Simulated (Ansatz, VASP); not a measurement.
**Two plane-wave programs on Ag**

Contents of INCAR:

```
ALGO = Normal
EDIFF = 1E-8
ENCUT = 520
GGA = PE
ISIF = 2
ISMEAR = -1
LASPH = True
LCHARG = False
LEFG = True
LREAL = False
LWAVE = False
NBANDS = 12
NELM = 80
PREC = Accurate
SIGMA = 0.03
```

Contents of KPOINTS:

```
k-points
0
Gamma
  15 15 15
```

Contents of POSCAR:

```
Ag
1.0
    0.0000000000      2.0017471726      2.0017471726
    2.0017471726      0.0000000000      2.0017471726
    2.0017471726      2.0017471726      0.0000000000
Ag
1
Direct
    0.0000000000      0.0000000000      0.0000000000
```

Input for Ansatz:

```yaml
crystal:
  lattice:
    - [0.0, 2.0017471726, 2.0017471726]
    - [2.0017471726, 0.0, 2.0017471726]
    - [2.0017471726, 2.0017471726, 0.0]
  atoms:
    - { symbol: Ag, position: [0.0, 0.0, 0.0] }
kpoints:
  mp_grid: { grid: [15, 15, 15] }
scf:
  occupations: { method: fermi_dirac, width: 0.03 }
hamiltonian:
  xc: pbe
  pseudopotentials: { kind: paw }
output:
  forces: true
  stress: true
  eigenvalues: true
  efg: { contact_densities: true }
```

Change from the starting cell: volume scaled by 0.9405, PAW files.

Alike in both runs: task electric field gradients; functional PBE; k mesh 15 × 15 × 15; occupations fermi-dirac, width 0.03 eV; no spin polarisation.

```csv
,VASP,Ansatz
version,VASP 6.6.1,Ansatz 0.2.0
potentials or method,"VASP PAW PBE potentials, release 64 (Ag)","PAW with Ansatz's default frozen-core files, scalar-relativistic"
plane-wave cutoff (eV),520,420
valence electrons in the cell,11,19
```

```csv
,VASP,Ansatz,Ansatz less VASP
pressure (GPa),12.8,13.0,+0.26
```

With one functional, cell and mesh, what is left measures potentials, basis and numerics. VASP's potentials hold 11 valence electrons a cell and Ansatz's 19, so a difference there can come from the potentials and not from the codes.
